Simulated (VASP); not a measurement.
# SrTiO3 (Pm-3m) in VASP: relaxation of cell and atoms with PBEsol

Aim: the relaxation of cell and atoms of SrTiO3 with PBEsol.

Program: VASP 6.6.1. These are calculated values, not measurements. Logs are shortened: lines on timing, memory, paths and dates and some standing lists are left out, and cuts for length are marked.

**1. The cell of the first run**

Symmetry: Pm-3m, No. 221, cubic system. The conventional cell has a = 3.905 Å, b = 3.905 Å, c = 3.905 Å, α = 90.00°, β = 90.00°, γ = 90.00°. Sr (site symmetry m-3m) has 12 O at 2.76 Å and 8 Ti at 3.38 Å within 3.6 Å. Within 2.6 Å of Ti (site symmetry m-3m) lie 6 O at 1.95 Å. O (site symmetry 4/mmm) has 2 Ti at 1.95 Å within 2.6 Å.

**2. Relaxation of cell and atoms, PBEsol**

File INCAR:

```
PREC = Accurate
ENCUT = 600
EDIFF = 1E-7
ISMEAR = 0
SIGMA = 0.02
LREAL = F
LASPH = T
NELM = 80
ALGO = Normal
ISIF = 3
LWAVE = F
LCHARG = F
GGA = PS
IBRION = 2
NSW = 100
EDIFFG = -0.005
```

File KPOINTS:

```
regular mesh
0
Gamma
  8 8 8
```

File POSCAR:

```
SrTiO3
1.0
    3.9052800000      0.0000000000      0.0000000000
    0.0000000000      3.9052800000      0.0000000000
    0.0000000000      0.0000000000      3.9052800000
Sr Ti O
1 1 3
Direct
    0.5000000000      0.5000000000      0.5000000000
    0.0000000000      0.0000000000      0.0000000000
    0.5000000000      0.0000000000      0.0000000000
    0.0000000000      0.5000000000      0.0000000000
    0.0000000000      0.0000000000      0.5000000000
```

Potentials or basis: VASP PAW PBE potentials, release 64 (Sr_sv, Ti_sv, O).

The run is started by

```sh
> cat potpaw_PBE.64/Sr_sv/POTCAR potpaw_PBE.64/Ti_sv/POTCAR potpaw_PBE.64/O/POTCAR > POTCAR
> mpirun -np 1 vasp_std > vasp.out
```

OUTCAR:

```text
PREC = Accurate
   ENCUT = 600
   EDIFF = 1E-7
   ISMEAR = 0
   LREAL = F
   LASPH = T
   NELM = 80
   ISIF = 3
   GGA = PS
   IBRION = 2
   NSW = 100
   EDIFFG = -0.005

 ion  position               nearest neighbor table
   1  0.500  0.500  0.500-   3 2.76   4 2.76   5 2.76   3 2.76   4 2.76   3 2.76   5 2.76   3 2.76
                             4 2.76   5 2.76   4 2.76   5 2.76   2 3.38   2 3.38   2 3.38   2 3.38
   2  0.000  0.000  0.000-   3 1.95   4 1.95   5 1.95   5 1.95   4 1.95   3 1.95   1 3.38   1 3.38
                             1 3.38   1 3.38   1 3.38   1 3.38   1 3.38   1 3.38
   3  0.500  0.000  0.000-   2 1.95   2 1.95   1 2.76   1 2.76   1 2.76   1 2.76
   4  0.000  0.500  0.000-   2 1.95   2 1.95   1 2.76   1 2.76   1 2.76   1 2.76
   5  0.000  0.000  0.500-   2 1.95   2 1.95   1 2.76   1 2.76   1 2.76   1 2.76

  LATTYP: Found a simple cubic cell.
 ALAT       =     3.9052800000

  Lattice vectors:

 A1 = (   3.9052800000,   0.0000000000,   0.0000000000)
 A2 = (   0.0000000000,   3.9052800000,   0.0000000000)
 A3 = (   0.0000000000,   0.0000000000,   3.9052800000)

Analysis of symmetry for initial positions (statically):
=====================================================================
 Subroutine PRICEL returns:
 Original cell was already a primitive cell.

 Routine SETGRP: Setting up the symmetry group for a
 simple cubic supercell.

 Subroutine GETGRP returns: Found 48 space group operations
 (whereof 48 operations were pure point group operations)
 out of a pool of 48 trial point group operations.

The static configuration has the point symmetry O_h .

Analysis of symmetry for dynamics (positions and initial velocities):
=====================================================================
 Subroutine PRICEL returns:
 Original cell was already a primitive cell.

 Routine SETGRP: Setting up the symmetry group for a
 simple cubic supercell.

 Subroutine GETGRP returns: Found 48 space group operations
 (whereof 48 operations were pure point group operations)
 out of a pool of 48 trial point group operations.

The dynamic configuration has the point symmetry O_h .

 Subroutine INISYM returns: Found 48 space group operations
 (whereof 48 operations are pure point group operations),
 and found     1 'primitive' translations

----------------------------------------------------------------------------------------

                                     Primitive cell

  volume of cell :      59.5603

  direct lattice vectors                    reciprocal lattice vectors
     3.905280000  0.000000000  0.000000000     0.256063586  0.000000000  0.000000000
     0.000000000  3.905280000  0.000000000     0.000000000  0.256063586  0.000000000
     0.000000000  0.000000000  3.905280000     0.000000000  0.000000000  0.256063586

  length of vectors
     3.905280000  3.905280000  3.905280000     0.256063586  0.256063586  0.256063586

  position of ions in fractional coordinates (direct lattice)
     0.500000000  0.500000000  0.500000000
     0.000000000  0.000000000  0.000000000
     0.500000000  0.000000000  0.000000000
     0.000000000  0.500000000  0.000000000
     0.000000000  0.000000000  0.500000000

  ion indices of the primitive-cell ions
   primitive index   ion index
                 1           1
                 2           2
                 3           3
                 4           4
                 5           5

----------------------------------------------------------------------------------------

 KPOINTS: regular mesh

Automatic generation of k-mesh.
 Grid dimensions read from file:
 generate k-points for:    8    8    8

 Generating k-lattice:

  Cartesian coordinates                     Fractional coordinates (reciprocal lattice)
     0.032007948  0.000000000  0.000000000     0.125000000  0.000000000  0.000000000
     0.000000000  0.032007948  0.000000000     0.000000000  0.125000000  0.000000000
     0.000000000  0.000000000  0.032007948     0.000000000  0.000000000  0.125000000

  Length of vectors
     0.032007948  0.032007948  0.032007948

  Shift w.r.t. Gamma in fractional coordinates (k-lattice)
     0.000000000  0.000000000  0.000000000

 Subroutine IBZKPT returns following result:
 ===========================================

 Found     35 irreducible k-points:

 Following reciprocal coordinates:
            Coordinates               Weight
  0.000000  0.000000  0.000000      1.000000
  0.125000  0.000000  0.000000      6.000000
  0.250000  0.000000  0.000000      6.000000
  0.375000  0.000000  0.000000      6.000000
  0.500000  0.000000  0.000000      3.000000
  0.125000  0.125000  0.000000     12.000000
[... 16 lines left out ...]
  0.375000  0.375000  0.125000     24.000000
  0.500000  0.375000  0.125000     24.000000
 [... further k-points ...]
   k-points           NKPTS =     35   k-points in BZ     NKDIM =     35   number of bands    NBANDS=     24
   number of dos      NEDOS =    301   number of ions     NIONS =      5
   total plane-waves  NPLWV =  32768
   dimension x,y,z NGX =    32 NGY =   32 NGZ =   32
   dimension x,y,z NGXF=    64 NGYF=   64 NGZF=   64
   ions per type =               1   1   3
   NGX,Y,Z   is equivalent  to a cutoff of  13.62, 13.62, 13.62 a.u.
   NGXF,Y,Z  is equivalent  to a cutoff of  27.24, 27.24, 27.24 a.u.
 SYSTEM =  unknown system
   PREC   = accura    normal or accurate (medium, high low for compatibility)
   ISTART =      0    job   : 0-new  1-cont  2-samecut
   ICHARG =      2    charge: 1-file 2-atom 10-const
   ISPIN  =      1    spin polarized calculation?
   LNONCOLLINEAR =      F non collinear calculations
   LSORBIT =      F    spin-orbit coupling
   LASPH  =      T    aspherical Exc in radial PAW
   ENCUT  =  600.0 eV  44.10 Ry    6.64 a.u.   7.80  7.80  7.80*2*pi/ulx,y,z
   NELM   =     80;   NELMIN=  2; NELMDL= -5     # of ELM steps
   EDIFF  = 0.1E-06   stopping-criterion for ELM
   LREAL  =      F    real-space projection
   EDIFFG = -.5E-02   stopping-criterion for IOM
   NSW    =    100    number of steps for IOM
   IBRION =      2    ionic relax: 0-MD 1-quasi-New 2-CG
   NFREE  =      1    steps in history (QN), initial steepest desc. (CG)
   ISIF   =      3    stress and relaxation
   ISYM   =      2    0-nonsym 1-usesym 2-fastsym
   POTIM  = 0.5000    time-step for ionic-motion
   TEBEG  =    0.0;   TEEND  =   0.0 temperature during run
   PSTRESS=    0.0 pullay stress
   NELECT =      40.0000    total number of electrons
   NUPDOWN=      -1.0000    fix difference up-down
   EMIN   =  10.00;   EMAX   =-10.00  energy-range for DOS
   EFERMI =   0.00;   METHOD = LEGACY
   ISMEAR =     0;   SIGMA  =   0.02  broadening in eV -4-tet -1-fermi 0-gaus
   EFERMI_NEDOS =   21; number of points for ismear=-14 and -15
   IALGO  =     38    algorithm
   IMIX   =      4    mixing-type and parameters
     AMIX     =   0.40;   BMIX     =  1.00
     AMIX_MAG =   1.60;   BMIX_MAG =  1.00
  volume/ion in A,a.u.               =      11.91        80.39
  Fermi-wavevector in a.u.,A,eV,Ry     =   1.433648  2.709203 27.964703  2.055348
  Thomas-Fermi vector in A             =   2.553143
   LORBIT       =      0    0 simple, 1 ext, 2 COOP (PROOUT), +10 PAW based schemes
   GGA     = PS    functional components
   LHFCALC =     F    Hartree Fock is set to
   AEXX    =    0.0000 exact exchange contribution
   IVDW    =     0    specifies the selected vdW correction
   LEPSILON=     F    determine dielectric tensor
   LRPA    =     F    only Hartree local field effects (RPA)
 conjugate gradient relaxation of ions
 non-spin polarized calculation
 Gauss-broadening in eV      SIGMA  =   0.02
  energy-cutoff  :      600.00
  volume of cell :       59.56
 maximum number of plane-waves:      2008
 NGX is ok and might be reduce to    32
   NGX = 15   NGY = 15   NGZ = 15

--------------------------------------- Ionic step        1  -------------------------------------------

 number of electron      39.9999979 magnetization

 Free energy of the ion-electron system (eV)
  ---------------------------------------------------
  ext. energy  EPLUGINS =         0.00000000
  ---------------------------------------------------
  free energy    TOTEN  =       -42.02103646 eV

  energy without entropy =      -42.02103646  energy(sigma->0) =      -42.02103646

------------------------ aborting loop because EDIFF is reached ----------------------------------------

  FORCE on cell =-STRESS in cart. coord.  units (eV):
  Direction    XX          YY          ZZ          XY          YZ          ZX
  --------------------------------------------------------------------------------------
  -------------------------------------------------------------------------------------
  Total       -0.5506300     -0.5506300     -0.5506300      0.0000000      0.0000000     -0.0000000
  in kB      -14.8120068    -14.8120068    -14.8120068      0.0000000      0.0000000     -0.0000000
  external PRESSURE =     -14.8120068 kB  Pullay stress =       0.0000000 kB
[... 63 lines left out ...]
  energy  without entropy=      -42.0211994102  energy(sigma->0) =      -42.02119941

--------------------------------------- Ionic step        3  -------------------------------------------

 number of electron      39.9999982 magnetization

 Free energy of the ion-electron system (eV)
  ---------------------------------------------------
  ext. energy  EPLUGINS =         0.00000000
  ---------------------------------------------------
  free energy    TOTEN  =       -42.02328966 eV

  energy without entropy =      -42.02328966  energy(sigma->0) =      -42.02328966

 E-fermi :   4.2738     XC(G=0): -11.5818

 val. band max:        4.0891176989   @ k =   0.5000   0.5000   0.5000
 cond. band min:       5.9050302145   @ k =   0.0000   0.0000   0.0000
 fundamental gap:      1.8159125157
 Fermi energy:         4.2737527742

 k-point     1 :       0.0000    0.0000    0.0000
  band No.  band energies     occupation
      1     -52.0785      2.00000
      2     -28.5308      2.00000
      3     -28.4461      2.00000
      4     -28.4461      2.00000
      5     -28.4461      2.00000
      6     -13.2994      2.00000
[... 637 lines left out ...]
     23       8.2743      0.00000
     24       9.9459      0.00000

 [... further k-points ...]

------------------------ aborting loop because EDIFF is reached ----------------------------------------

  FORCE on cell =-STRESS in cart. coord.  units (eV):
  Direction    XX          YY          ZZ          XY          YZ          ZX
  --------------------------------------------------------------------------------------
  -------------------------------------------------------------------------------------
  Total       -0.0010000     -0.0010000     -0.0010000      0.0000000      0.0000000     -0.0000000
  in kB       -0.0271210     -0.0271210     -0.0271210      0.0000000      0.0000000     -0.0000000
  external PRESSURE =      -0.0271210 kB  Pullay stress =       0.0000000 kB
[... 20 lines left out ...]
  FREE ENERGIE OF THE ION-ELECTRON SYSTEM (eV)
  ---------------------------------------------------
  free  energy   TOTEN  =       -42.0232896586 eV

  energy  without entropy=      -42.0232896586  energy(sigma->0) =      -42.02328966

 reached required accuracy - stopping structural energy minimisation
```

Run time: 6.2 min. Hardware: 1 thread of Intel Xeon 8259CL, shared host; peak memory 0.23 GiB.

What came out:

| Item | Value |
| --- | --- |
| Free energy | -42.0233 eV |
| Relaxed volume | 11.82 Å³/atom |
| Relaxed cell | a = 3.895 Å, b = 3.895 Å, c = 3.895 Å, α = 90.00°, β = 90.00°, γ = 90.00° |
| Space group after relaxing (to 0.1 Å) | Pm-3m (No. 221) |
| Energy gained by relaxing | 0.5 meV/atom |
| Ionic steps | 3 |
| Pressure after relaxing | 0.0 GPa |
| Band gap on the k mesh | 1.82 eV (least direct gap 2.17 eV) |

Step by step:
| step | energy change (eV) | largest force (eV/Å) | pressure (GPa) | volume (Å³) |
| --- | --- | --- | --- | --- |
| 1 | 0.0000 | 0.0000 | -1.48 | 59.56 |
| 2 | -0.0002 | 0.0000 | 1.47 | 58.62 |
| 3 | -0.0023 | 0.0000 | 0.00 | 59.08 |

Final structure:
```cif
data_structure
_symmetry_space_group_name_H-M 'P 1'
_symmetry_Int_Tables_number 1
_cell_length_a 3.8947
_cell_length_b 3.8947
_cell_length_c 3.8947
_cell_angle_alpha 90.000
_cell_angle_beta 90.000
_cell_angle_gamma 90.000
_cell_volume 59.08
loop_
_atom_site_label
_atom_site_type_symbol
_atom_site_fract_x
_atom_site_fract_y
_atom_site_fract_z
_atom_site_occupancy
Sr1 Sr 0.50000 0.50000 0.50000 1
Ti1 Ti 0.00000 0.00000 0.00000 1
O1 O 0.50000 0.00000 0.00000 1
O2 O 0.00000 0.50000 0.00000 1
O3 O 0.00000 0.00000 0.50000 1
```

Caveat: the PAW data sets were made with another functional, which shifts forces and pressure a little. Expect the measured gap to be larger: semilocal functionals such as PBEsol lack the derivative discontinuity.
